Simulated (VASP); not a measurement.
# CsGeBr3 (P4/mmm) in VASP: a series of runs

CsGeBr3 is run at these levels: LDA; tasks: single point.

All numbers are computed with VASP 6.6.1; they aren't measurements. Logs are shortened: lines on timing, memory, paths and dates and some standing lists are left out, and cuts for length are marked.

## (1) The cell of the first run

Symmetry: P4/mmm, No. 123, tetragonal system. The conventional cell has a = 5.091 Å, b = 5.091 Å, c = 5.312 Å, α = 90.00°, β = 90.00°, γ = 90.00°. Within 4.7 Å of Cs (site symmetry 4/mmm) lie 12 Br at 3.60 to 3.68 Å and 8 Ge at 4.47 Å. Ge (site symmetry 4/mmm) has 6 Br at 2.55 to 2.66 Å within 3.4 Å. Br (site symmetry 4/mmm) has 2 Ge at 2.66 Å and 4 Cs at 3.60 Å and 8 Br at 3.68 Å within 3.7 Å. Br (site symmetry mmm) has 2 Ge at 2.55 Å within 3.4 Å.

## (2) Single point, LDA (strain -0.080 along x and y, -0.040 along z)

INCAR reads:

```
  PREC = Accurate
  ENCUT = 520
  EDIFF = 1E-6
  ISMEAR = 0
  SIGMA = 0.05
  LREAL = False
  LASPH = True
  NELM = 100
  ALGO = Normal
  ISIF = 2
  LWAVE = False
  LCHARG = False
  GGA = CA
  NBANDS = 30
```

KPOINTS reads:

```
Automatic mesh
0
Gamma
  6 6 6
```

POSCAR reads:

```
CsGeBr3
1.0
    5.0906609688      0.0000000000      0.0000000000
    0.0000000000      5.0906609688      0.0000000000
    0.0000000000      0.0000000000      5.3119940544
Cs Ge Br
1 1 3
Direct
    0.0000000000      0.0000000000      0.0000000000
    0.5000000000      0.5000000000      0.5000000000
    0.5000000000      0.5000000000      0.0000000000
    0.5000000000      0.0000000000      0.5000000000
    0.0000000000      0.5000000000      0.5000000000
```

Potentials or basis: VASP PAW LDA potentials, release 64 (Cs_sv, Ge_d, Br).

Started as:

```bash
$ cat potpaw_LDA.64/Cs_sv/POTCAR potpaw_LDA.64/Ge_d/POTCAR potpaw_LDA.64/Br/POTCAR > POTCAR
$ mpirun -np 1 vasp_std > vasp.out
```

OUTCAR:

```text
PREC = Accurate
   ENCUT = 520
   EDIFF = 1E-6
   ISMEAR = 0
   LREAL = False
   LASPH = True
   NELM = 100
   ISIF = 2
   GGA = CA

 ion  position               nearest neighbor table
   1  0.000  0.000  0.000-
   2  0.500  0.500  0.500-   4 2.55   5 2.55   4 2.55   5 2.55   3 2.66   3 2.66
   3  0.500  0.500  0.000-   2 2.66   2 2.66
   4  0.500  0.000  0.500-   2 2.55   2 2.55
   5  0.000  0.500  0.500-   2 2.55   2 2.55

  LATTYP: Found a simple tetragonal cell.
 ALAT       =     5.0906609688
 C/A-ratio  =     1.0434782609

  Lattice vectors:

 A1 = (   5.0906609688,   0.0000000000,   0.0000000000)
 A2 = (   0.0000000000,   5.0906609688,   0.0000000000)
 A3 = (   0.0000000000,   0.0000000000,   5.3119940544)

Analysis of symmetry for initial positions (statically):
=====================================================================
 Subroutine PRICEL returns:
 Original cell was already a primitive cell.

 Routine SETGRP: Setting up the symmetry group for a
 simple tetragonal supercell.

 Subroutine GETGRP returns: Found 16 space group operations
 (whereof 16 operations were pure point group operations)
 out of a pool of 16 trial point group operations.

The static configuration has the point symmetry D_4h.

Analysis of symmetry for dynamics (positions and initial velocities):
=====================================================================
 Subroutine PRICEL returns:
 Original cell was already a primitive cell.

 Routine SETGRP: Setting up the symmetry group for a
 simple tetragonal supercell.

 Subroutine GETGRP returns: Found 16 space group operations
 (whereof 16 operations were pure point group operations)
 out of a pool of 16 trial point group operations.

The dynamic configuration has the point symmetry D_4h.

 Subroutine INISYM returns: Found 16 space group operations
 (whereof 16 operations are pure point group operations),
 and found     1 'primitive' translations

----------------------------------------------------------------------------------------

                                     Primitive cell

  volume of cell :     137.6594

  direct lattice vectors                    reciprocal lattice vectors
     5.090660969  0.000000000  0.000000000     0.196438145  0.000000000  0.000000000
     0.000000000  5.090660969  0.000000000     0.000000000  0.196438145  0.000000000
     0.000000000  0.000000000  5.311994054     0.000000000  0.000000000  0.188253223

[... 90 lines left out ...]
   LREAL  =      F    real-space projection
   EDIFFG = 0.1E-04   stopping-criterion for IOM
   NSW    =      0    number of steps for IOM
   IBRION =     -1    ionic relax: 0-MD 1-quasi-New 2-CG
   NFREE  =      0    steps in history (QN), initial steepest desc. (CG)
   ISIF   =      2    stress and relaxation
   ISYM   =      2    0-nonsym 1-usesym 2-fastsym
   POTIM  = 0.5000    time-step for ionic-motion
   TEBEG  =    0.0;   TEEND  =   0.0 temperature during run
   PSTRESS=    0.0 pullay stress
   NELECT =      44.0000    total number of electrons
   NUPDOWN=      -1.0000    fix difference up-down
   EMIN   =  10.00;   EMAX   =-10.00  energy-range for DOS
   EFERMI =   0.00;   METHOD = LEGACY
   ISMEAR =     0;   SIGMA  =   0.05  broadening in eV -4-tet -1-fermi 0-gaus
   EFERMI_NEDOS =   21; number of points for ismear=-14 and -15
   IALGO  =     38    algorithm
   IMIX   =      4    mixing-type and parameters
     AMIX     =   0.40;   BMIX     =  1.00
     AMIX_MAG =   1.60;   BMIX_MAG =  1.00
  volume/ion in A,a.u.               =      27.53       185.79
  Fermi-wavevector in a.u.,A,eV,Ry     =   1.119327  2.115222 17.046651  1.252894
  Thomas-Fermi vector in A             =   2.255965
   LORBIT       =      0    0 simple, 1 ext, 2 COOP (PROOUT), +10 PAW based schemes
   GGA     = CA    functional components
   LHFCALC =     F    Hartree Fock is set to
   AEXX    =    0.0000 exact exchange contribution
   IVDW    =     0    specifies the selected vdW correction
   LEPSILON=     F    determine dielectric tensor
   LRPA    =     F    only Hartree local field effects (RPA)
 non-spin polarized calculation
 Gauss-broadening in eV      SIGMA  =   0.05
  energy-cutoff  :      520.00
  volume of cell :      137.66
 maximum number of plane-waves:      3740
 NGX is ok and might be reduce to    40
   NGX = 19   NGY = 19   NGZ = 19

 number of electron      43.9999981 magnetization

 Free energy of the ion-electron system (eV)
  ---------------------------------------------------
  ext. energy  EPLUGINS =         0.00000000
  ---------------------------------------------------
  free energy    TOTEN  =       -17.89303176 eV

  energy without entropy =      -17.89303081  energy(sigma->0) =      -17.89303129

 E-fermi :   4.0148     XC(G=0):  -9.5387

 val. band max:        3.8955291920   @ k =   0.5000   0.5000   0.5000
 cond. band min:       4.1467469793   @ k =   0.5000   0.3333   0.5000
 fundamental gap:      0.2512177873
 Fermi energy:         4.0148352266

 k-point     1 :       0.0000    0.0000    0.0000
  band No.  band energies     occupation
      1     -21.5788      2.00000
      2     -21.5664      2.00000
      3     -21.5368      2.00000
      4     -21.5365      2.00000
      5     -21.5365      2.00000
      6     -17.8360      2.00000
[... 781 lines left out ...]
     29       9.5175      0.00000
     30      10.1546      0.00000

 [... further k-points ...]

------------------------ aborting loop because EDIFF is reached ----------------------------------------

  FORCE on cell =-STRESS in cart. coord.  units (eV):
  Direction    XX          YY          ZZ          XY          YZ          ZX
  --------------------------------------------------------------------------------------
  -------------------------------------------------------------------------------------
  Total        5.8219709      5.8219709      2.5542203      0.0000000      0.0000000      0.0000000
  in kB       67.7602009     67.7602009     29.7278161      0.0000000      0.0000000      0.0000000
  external PRESSURE =      55.0827393 kB  Pullay stress =       0.0000000 kB

 VOLUME and BASIS-vectors are now :
 -----------------------------------------------------------------------------
  energy-cutoff  :      520.00
  volume of cell :      137.66
      direct lattice vectors                 reciprocal lattice vectors
     5.090660969  0.000000000  0.000000000     0.196438145  0.000000000  0.000000000
     0.000000000  5.090660969  0.000000000     0.000000000  0.196438145  0.000000000
     0.000000000  0.000000000  5.311994054     0.000000000  0.000000000  0.188253223

 POSITION                                       TOTAL-FORCE (eV/Angst)
 -----------------------------------------------------------------------------------
      0.00000      0.00000      0.00000         0.000000      0.000000      0.000000
      2.54533      2.54533      2.65600         0.000000      0.000000      0.000000
      2.54533      2.54533      0.00000         0.000000      0.000000      0.000000
      2.54533      0.00000      2.65600         0.000000      0.000000      0.000000
      0.00000      2.54533      2.65600         0.000000      0.000000      0.000000
 -----------------------------------------------------------------------------------
    total drift:                                0.000000      0.000000     -0.000000

  FREE ENERGIE OF THE ION-ELECTRON SYSTEM (eV)
  ---------------------------------------------------
  free  energy   TOTEN  =       -17.8930317648 eV

  energy  without entropy=      -17.8930308119  energy(sigma->0) =      -17.89303129
```

OSZICAR:

```text
N       E                     dE             d eps       ncg     rms          rms(c)
DAV:   1     0.383292735515E+03    0.38329E+03   -0.20144E+04  3138   0.208E+03
DAV:   2     0.347890440218E+02   -0.34850E+03   -0.33076E+03  2866   0.570E+02
DAV:   3    -0.158994916817E+02   -0.50689E+02   -0.50206E+02  2924   0.135E+02
DAV:   4    -0.180670826061E+02   -0.21676E+01   -0.21635E+01  3048   0.338E+01
DAV:   5    -0.181092922354E+02   -0.42210E-01   -0.42201E-01  2982   0.447E+00    0.842E+00
DAV:   6    -0.179165143743E+02    0.19278E+00   -0.30816E-01  3508   0.346E+00    0.513E+00
DAV:   7    -0.178969453532E+02    0.19569E-01   -0.20510E-01  3322   0.211E+00    0.792E-01
DAV:   8    -0.178930291367E+02    0.39162E-02   -0.38103E-02  3124   0.141E+00    0.137E-01
DAV:   9    -0.178930121643E+02    0.16972E-04   -0.16533E-03  2996   0.334E-01    0.559E-02
DAV:  10    -0.178930305924E+02   -0.18428E-04   -0.15144E-04  3382   0.989E-02    0.309E-02
DAV:  11    -0.178930326381E+02   -0.20458E-05   -0.33021E-05  3492   0.475E-02    0.852E-03
DAV:  12    -0.178930317648E+02    0.87333E-06   -0.29595E-06  2494   0.974E-03
   1 F= -.17893032E+02 E0= -.17893031E+02  d E =-.952959E-06
```

stdout:

```text
POSCAR found type information on POSCAR CsGeBr
 POSCAR found :  3 types and       5 ions
 scaLAPACK will be used
 LDA part: xc-table for (Slater(with rela. corr.)+CA(PZ))
 , standard interpolation
 POSCAR, INCAR and KPOINTS ok, starting setup
 FFT: planning ... GRIDC
 FFT: planning ... GRID_SOFT
 FFT: planning ... GRID
 WAVECAR not read
 entering main loop
```

It took 99 s on 1 thread of AMD EPYC 7R13 (Zen 3), shared host; peak memory 0.27 GiB.

Results:

```
Free energy            : -17.8930 eV
Pressure               : 5.5 GPa
Band gap on the k mesh : 0.25 eV (least direct gap 0.43 eV)
```

Levels at points of the mesh, in eV from the valence-band top:
| k point | band 18 | band 19 | band 20 | band 21 | band 22 | band 23 | band 24 | band 25 | band 26 | band 27 |
| --- | --- | --- | --- | --- | --- | --- | --- | --- | --- | --- |
| (0.00, 0.00, 0.00) | -3.34 | -3.34 | -2.87 | -2.87 | -2.83 | 2.59 | 2.69 | 2.77 | 3.33 | 3.33 |
| (0.50, 0.00, 0.00) | -3.70 | -3.69 | -3.37 | -3.27 | -1.57 | 1.51 | 4.52 | 4.55 | 4.75 | 4.75 |
| (0.50, 0.50, 0.00) | -3.54 | -3.54 | -3.54 | -2.34 | -0.14 | 1.01 | 1.01 | 4.60 | 4.99 | 5.19 |
| (0.00, 0.00, 0.50) | -3.51 | -3.51 | -3.27 | -3.27 | -2.03 | 1.40 | 4.28 | 4.34 | 4.60 | 4.79 |
| (0.50, 0.00, 0.50) | -3.80 | -3.76 | -3.55 | -2.50 | -0.55 | 0.84 | 1.18 | 4.92 | 4.93 | 5.59 |
| (0.50, 0.50, 0.50) | -3.53 | -2.45 | -2.45 | -2.31 | 0.00 | 0.44 | 0.44 | 0.98 | 3.97 | 4.24 |

Caveat: the cell differs from its parent crystal (strain -0.080 along x and y, -0.040 along z); the cell stands under pressure; spin-orbit coupling is left out, which moves the levels of the heavy elements.

## (3) Single point, LDA (strain -0.040 along x and y, +0.000 along z)

INCAR reads:

```
ALGO     = Normal         # electronic algorithm
EDIFF    = 1E-6           # SCF threshold, eV
ENCUT    = 520            # plane-wave cutoff, eV
ISIF     = 2              # what is computed and relaxed
ISMEAR   = 0              # smearing method
LASPH    = T              # aspherical terms in the spheres
LCHARG   = F              # write CHGCAR
LREAL    = F              # projectors in reciprocal space
LWAVE    = F              # write WAVECAR
NBANDS   = 30             # bands
NELM     = 60             # most SCF steps
PREC     = Accurate       # precision mode
SIGMA    = 0.05           # smearing width, eV
```

KPOINTS reads:

```
k-points
0
Gamma
  6 6 6
```

Changes to POSCAR since step 2:

```diff
@@ -2,5 +2,5 @@
 1.0
-    5.0906609688      0.0000000000      0.0000000000
-    0.0000000000      5.0906609688      0.0000000000
-    0.0000000000      0.0000000000      5.3119940544
+    5.3119940544      0.0000000000      0.0000000000
+    0.0000000000      5.3119940544      0.0000000000
+    0.0000000000      0.0000000000      5.5333271400
 Cs Ge Br
```

Potentials or basis: VASP PAW LDA potentials, release 64 (Cs_sv, Ge_d, Br).

Started as:

```bash
$ cat potpaw_LDA.64/Cs_sv/POTCAR potpaw_LDA.64/Ge_d/POTCAR potpaw_LDA.64/Br/POTCAR > POTCAR
$ mpirun -np 1 vasp_std > vasp.out
```

OUTCAR:

```text
EDIFF = 1E-6
   ENCUT = 520
   ISIF = 2
   ISMEAR = 0
   LASPH = T
   LREAL = F
   NELM = 60
   PREC = Accurate

 ion  position               nearest neighbor table
   1  0.000  0.000  0.000-
   2  0.500  0.500  0.500-   4 2.66   5 2.66   4 2.66   5 2.66   3 2.77   3 2.77
   3  0.500  0.500  0.000-   2 2.77   2 2.77
   4  0.500  0.000  0.500-   2 2.66   2 2.66
   5  0.000  0.500  0.500-   2 2.66   2 2.66

  LATTYP: Found a simple tetragonal cell.
 ALAT       =     5.3119940544
 C/A-ratio  =     1.0416666667

  Lattice vectors:

 A1 = (   5.3119940544,   0.0000000000,   0.0000000000)
 A2 = (   0.0000000000,   5.3119940544,   0.0000000000)
 A3 = (   0.0000000000,   0.0000000000,   5.5333271400)

Analysis of symmetry for initial positions (statically):
=====================================================================
 Subroutine PRICEL returns:
 Original cell was already a primitive cell.

 Routine SETGRP: Setting up the symmetry group for a
 simple tetragonal supercell.

 Subroutine GETGRP returns: Found 16 space group operations
[... 172 lines left out ...]
 E-fermi :   2.8444     XC(G=0):  -8.9835

 val. band max:        2.7772394451   @ k =   0.5000   0.5000   0.5000
 cond. band min:       2.9116172295   @ k =   0.5000   0.5000   0.5000
 fundamental gap:      0.1343777844
 Fermi energy:         2.8443859847

 k-point     1 :       0.0000    0.0000    0.0000
  band No.  band energies     occupation
      1     -22.8414      2.00000
      2     -22.8384      2.00000
      3     -22.8210      2.00000
      4     -22.8210      2.00000
      5     -22.8180      2.00000
      6     -18.8873      2.00000
[... 781 lines left out ...]
     29       8.3530      0.00000
     30       8.7724      0.00000

 [... further k-points ...]

------------------------ aborting loop because EDIFF is reached ----------------------------------------

  FORCE on cell =-STRESS in cart. coord.  units (eV):
  Direction    XX          YY          ZZ          XY          YZ          ZX
  --------------------------------------------------------------------------------------
  -------------------------------------------------------------------------------------
  Total        0.8453659      0.8453659     -1.2923439      0.0000000      0.0000000      0.0000000
  in kB        8.6746866      8.6746866    -13.2613326      0.0000000      0.0000000      0.0000000
  external PRESSURE =       1.3626802 kB  Pullay stress =       0.0000000 kB

 VOLUME and BASIS-vectors are now :
 -----------------------------------------------------------------------------
  energy-cutoff  :      520.00
  volume of cell :      156.14
      direct lattice vectors                 reciprocal lattice vectors
     5.311994054  0.000000000  0.000000000     0.188253223  0.000000000  0.000000000
     0.000000000  5.311994054  0.000000000     0.000000000  0.188253223  0.000000000
     0.000000000  0.000000000  5.533327140     0.000000000  0.000000000  0.180723094

 POSITION                                       TOTAL-FORCE (eV/Angst)
 -----------------------------------------------------------------------------------
      0.00000      0.00000      0.00000         0.000000      0.000000      0.000000
      2.65600      2.65600      2.76666         0.000000      0.000000      0.000000
      2.65600      2.65600      0.00000         0.000000      0.000000      0.000000
      2.65600      0.00000      2.76666         0.000000      0.000000      0.000000
      0.00000      2.65600      2.76666         0.000000      0.000000      0.000000
 -----------------------------------------------------------------------------------
    total drift:                               -0.000000      0.000000     -0.000000

  FREE ENERGIE OF THE ION-ELECTRON SYSTEM (eV)
  ---------------------------------------------------
  free  energy   TOTEN  =       -18.1909134797 eV

  energy  without entropy=      -18.1908703360  energy(sigma->0) =      -18.19089191
```

Run time: 1.9 min. Hardware: 1 thread of AMD EPYC 7R13 (Zen 3), shared host; peak memory 0.29 GiB.

Results:

| Quantity | Value |
| --- | --- |
| Free energy | -18.1909 eV |
| Pressure | 0.1 GPa |
| Band gap on the k mesh | 0.13 eV |

Levels at points of the mesh, in eV from the valence-band top:
| k point | band 20 | band 21 | band 22 | band 23 | band 24 | band 25 |
| --- | --- | --- | --- | --- | --- | --- |
| (0.00, 0.00, 0.00) | -2.71 | -2.71 | -2.68 | 2.51 | 2.95 | 3.09 |
| (0.50, 0.00, 0.00) | -3.03 | -2.98 | -1.86 | 1.31 | 4.30 | 4.50 |
| (0.50, 0.50, 0.00) | -3.27 | -2.23 | -0.71 | 0.83 | 0.83 | 4.04 |
| (0.00, 0.00, 0.50) | -2.98 | -2.98 | -2.19 | 1.24 | 4.12 | 4.35 |
| (0.50, 0.00, 0.50) | -3.30 | -2.34 | -1.03 | 0.72 | 0.97 | 4.81 |
| (0.50, 0.50, 0.50) | -2.30 | -2.21 | 0.00 | 0.13 | 0.33 | 0.33 |

Caveat: the cell differs from its parent crystal (strain -0.040 along x and y, +0.000 along z); spin-orbit coupling is left out, which moves the levels of the heavy elements.
